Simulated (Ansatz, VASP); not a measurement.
## HfN: VASP beside Ansatz

```
CELL_PARAMETERS angstrom
0.00000 2.30331 2.30331
2.30331 0.00000 2.30331
2.30331 2.30331 0.00000
ATOMIC_POSITIONS crystal
Hf 0.00000 0.00000 0.00000
N 0.50000 0.50000 0.50000
```

Change from the starting cell: volume scaled by 1.06.

Alike in both runs: task single point; functional PBEsol; k mesh 10 × 10 × 10; occupations fermi-dirac, width 0.01 eV; no spin polarisation.

|  | VASP | Ansatz |
| --- | --- | --- |
| version | VASP 6.6.1 | Ansatz 0.2.0 |
| potentials or method | VASP PAW PBE potentials, release 64 (Hf_pv, N), cutoff 600 eV | all-electron LAPW, scalar-relativistic |

|  | VASP | Ansatz | Ansatz less VASP |
| --- | --- | --- | --- |
| pressure (GPa) | -19.1 | -16.9 | +2.17 |

VASP's potentials were made for PBE, not for PBEsol. Ansatz ran all-electron here, and VASP with PAW potentials.

Spin-orbit coupling is off throughout.
